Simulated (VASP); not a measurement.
Write the native input for VASP 6.6.1 that does the following.

```
Task                   : single point
Functional             : PBE
Potentials or basis    : VASP PAW PBE potentials, release 64 (Nb_sv, Cu)
Cutoff                 : 520 eV
k mesh                 : 4 × 4 × 4
Occupations            : gaussian, width 0.1 eV
Spin                   : no spin polarisation
Dipole correction      : no
Further INCAR settings : ALGO = Fast; EDIFF = 1e-06; NBANDS = 44
```

The structure of NbCu2 lies in POSCAR:

```
NbCu2
1.0
    0.0000000000      3.4699996160      3.4699996160
    3.4699996160      0.0000000000      3.4699996160
    3.4699996160      3.4699996160      0.0000000000
Nb Cu
2 4
Direct
    0.0000000000      0.0000000000      0.0000000000
    0.2500000000      0.2500000000      0.2500000000
    0.6250000000      0.6250000000      0.6250000000
    0.1250000000      0.6250000000      0.6250000000
    0.6250000000      0.6250000000      0.1250000000
    0.6250000000      0.1250000000      0.6250000000
```

One way to write it, as run:

INCAR

```
PREC     = Accurate       # precision mode
ENCUT    = 520            # plane-wave cutoff, eV
EDIFF    = 1E-6           # SCF threshold, eV
ISMEAR   = 0              # smearing method
SIGMA    = 0.1            # smearing width, eV
LREAL    = False          # projectors in reciprocal space
LASPH    = True           # aspherical terms in the spheres
NELM     = 60             # most SCF steps
ALGO     = Fast           # electronic algorithm
ISIF     = 2              # what is computed and relaxed
LWAVE    = False          # write WAVECAR
LCHARG   = False          # write CHGCAR
GGA      = PE             # functional
NBANDS   = 44             # bands
```

KPOINTS

```
Automatic mesh
0
Gamma
  4 4 4
```

Potentials or basis: VASP PAW PBE potentials, release 64 (Nb_sv, Cu).

Run with:

```console
$ cat potpaw_PBE.64/Nb_sv/POTCAR potpaw_PBE.64/Cu/POTCAR > POTCAR
$ mpirun -np 1 vasp_std > vasp.out
```

Results of the run:

```
Pressure               : 0.1 GPa
Band gap on the k mesh : zero (band 35 reaches 9.59 eV, above the bottom of band 36 at 9.07 eV)
```

Caveat: the k points lie up to 0.39 Å⁻¹ apart.

Run time: 110 s on 1 thread of Intel Xeon 6975P-C, on a shared host, peak memory 0.21 GiB.
